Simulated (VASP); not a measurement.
Ge: single point with r2SCAN

The system is Ge.

```
Ge
1.0
     3.99762    0.00000    0.00000
    -1.99881    3.46204    0.00000
     0.00000    0.00000    6.65875
Ge
4
Direct
  0.33333 0.66667 0.00088
  0.66667 0.33333 0.50088
  0.33333 0.66667 0.37412
  0.66667 0.33333 0.87412
```

This cell differs from its parent crystal: uniaxial z strain +1.0%.

| Property | Result |
| --- | --- |
| Program | VASP 6.6.1 |
| Task | single point |
| Functional | r2SCAN |
| Potentials or basis | VASP PAW PBE potentials, release 64 (Ge_d) |
| Cutoff | 520 eV |
| k mesh | 12 × 12 × 4 |
| Occupations | fermi-dirac, width 0.02 eV |
| Spin | no spin polarisation |
| Dipole correction | no |
| Further INCAR settings | ALGO = Normal; EDIFF = 1e-06; NBANDS = 36 |

- Pressure: -0.6 GPa
- Largest force: 0.009 eV/Å
- Band gap on the k mesh: 0.11 eV

Forces on the atoms (eV/Å):
```
Ge   0.000  0.000  0.009
Ge   0.000  0.000  0.009
Ge   0.000  0.000 -0.009
Ge   0.000  0.000 -0.009
```

Stress tensor (GPa, compression positive):
```
-0.19  0.00  0.00
 0.00 -0.19  0.00
 0.00  0.00 -1.50
```

Levels at points of the mesh, in eV from the valence-band top:
```tsv
k point	band 25	band 26	band 27	band 28	band 29	band 30	band 31	band 32
(0.00, 0.00, 0.00)	-1.63	-0.34	0.00	0.00	0.11	0.13	2.33	2.33
(0.50, 0.00, 0.00)	-4.83	-3.28	-3.00	-1.65	0.67	1.75	3.66	3.83
(0.00, 0.00, 0.50)	-0.99	-0.99	-0.99	-0.99	0.88	0.88	3.47	3.47
(0.50, 0.00, 0.50)	-2.80	-2.80	-2.62	-2.62	0.59	0.59	2.26	2.26
```

Run time: 16 min on 1 thread of Intel Xeon 8259CL (shared host), peak memory 0.3 GiB.

Caveat: the cell differs from its parent crystal (uniaxial z strain +1.0%); the PAW data sets were made with another functional, which shifts forces and pressure a little. A k mesh can miss the band edges.
